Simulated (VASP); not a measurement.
WBrF4: single point with PBE

Crystal: WBrF4.

```
CELL_PARAMETERS angstrom
0.00000 3.63026 3.63026
3.63026 0.00000 3.63026
3.63026 3.63026 0.00000
ATOMIC_POSITIONS crystal
W 0.00000 0.00000 0.00000
Br 0.25000 0.25000 0.25000
F 0.62501 0.62501 0.62501
F 0.62501 0.12498 0.62501
F 0.12498 0.62501 0.62501
F 0.62501 0.62501 0.12498
```

The cell was generated, and may not be a known phase.

```yaml
Program: VASP 6.6.1
Task: single point
Functional: PBE
Potentials_or_basis: VASP PAW PBE potentials, release 64 (W_sv, Br, F)
Cutoff: 520 eV
k_mesh: 4 × 4 × 4
Occupations: gaussian, width 0.1 eV
Spin: collinear spin
Starting_moments: "[2.48, -0.4, 0.31, 0.31, 0.31, 0.31] μB"
Dipole_correction: no
Further_INCAR_settings: ALGO = Normal; EDIFF = 1e-07; NBANDS = 38
```

```json
{
 "Pressure": "-18.0 GPa",
 "Net moment": "2.19 μB per cell",
 "Site moments": "W +2.16; Br -0.34; F +0.00 μB",
 "Valence electrons inside the program's atomic spheres": "W 11.06; Br 4.61; F 5.92"
}
```

Levels at points of the mesh, in eV from the Fermi level:
Spin up:
```
           k point  band 21  band 22  band 23  band 24  band 25  band 26  band 27  band 28  band 29  band 30
(0.00, 0.00, 0.00)    -0.66    -0.11    -0.11    -0.11     0.11     0.11     0.45     0.45     0.45     0.58
(0.50, 0.00, 0.00)    -0.88    -0.65    -0.53    -0.38    -0.38    -0.02    -0.02     0.63     0.63     2.38
(0.50, 0.50, 0.00)    -1.13    -1.13    -0.39    -0.28    -0.28    -0.22     0.12     0.56     0.56     2.82
```
Spin down:
```tsv
k point	band 22	band 23	band 24	band 25	band 26	band 27
(0.00, 0.00, 0.00)	0.10	0.10	0.10	1.76	1.76	1.76
(0.50, 0.00, 0.00)	-0.78	-0.01	-0.01	1.07	1.54	1.54
(0.50, 0.50, 0.00)	-0.96	-0.08	-0.08	1.20	1.35	1.58
```

Run time: 2.8 min on 1 thread of Intel(R) Xeon(R) Platinum 8259CL CPU @ 2.50GHz (Skylake/Cascade Lake), with other jobs on the host, peak memory 0.31 GiB.

Caveat: the k points lie up to 0.37 Å⁻¹ apart; spin-orbit coupling is left out, which moves the levels of the heavy elements.
